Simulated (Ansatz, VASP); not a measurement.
TeP2: VASP beside Ansatz

```xyz
3
Lattice="0.0000 3.5566 3.5566 3.5566 0.0000 3.5566 3.5566 3.5566 0.0000" Properties=species:S:1:pos:R:3 pbc="T T T"
Te    3.5566    3.5566    3.5566
P     1.7783    1.7783    1.7783
P     5.3349    5.3349    5.3349
```

Alike in both runs: task single point; functional PBE; k mesh 4 × 4 × 4; occupations gaussian, width 0.1 eV; no spin polarisation.

|  | VASP | Ansatz |
| --- | --- | --- |
| version | VASP 6.6.1 | Ansatz 0.2.0 |
| potentials or method | VASP PAW PBE potentials, release 64 (Te, P), cutoff 520 eV | scalar-relativistic, plane waves, PAW |
| valence electrons in the cell | 16 | 26 |

VASP gave:

```
gap on the k mesh at the Fermi level (eV) : none
pressure (GPa)                            : -8.9
```

Q: Estimate Ansatz's values.

A: gap on the k mesh at the Fermi level (eV): none; pressure (GPa): -8.8.

A gap of «none» marks a metal or a gap that the smearing closes. VASP's potentials hold 16 valence electrons a cell and Ansatz's 26, so a difference there can come from the potentials and not from the codes.

The k mesh is coarse, so the values compare programs but aren't converged. Spin-orbit coupling is off throughout.
